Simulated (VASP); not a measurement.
Runs of VASP 6.6.1 on ZnO. The structure is that of space group P4_2/mnm (No. 136), or close to it. The cells are those of the table. 

```csv
level,cell,k mesh,gap on the mesh (eV),pressure (GPa),largest force (eV/Å)
PBEsol,"a = 5.516, b = 5.516, c = 3.240 Å, 8 atoms",4 × 4 × 8,0.69,0.9,-
PBE,"a = 5.513, b = 5.513, c = 3.249 Å, 8 atoms",6 × 6 × 8,0.80,6.8,0.05
r2SCAN,"a = 5.513, b = 5.513, c = 3.249 Å, 8 atoms",4 × 4 × 8,(b),(a),0.04
PBE,"a = 5.609, b = 5.609, c = 3.279 Å, 8 atoms",4 × 4 × 8,0.74,0.9,0.01
```

Alike in all rows: task single point; potentials or basis VASP PAW PBE potentials, release 64 (Zn, O); no spin polarisation; cutoff (eV) 520; smearing fermi-dirac 0.02 eV.

Problem. Fill in the values left out.

Solution. (a) 1.0; (b) 1.20.

Caveats: the PAW data sets were made with another functional, which shifts forces and pressure a little (at least some runs); the cell stands under pressure (at least some runs).

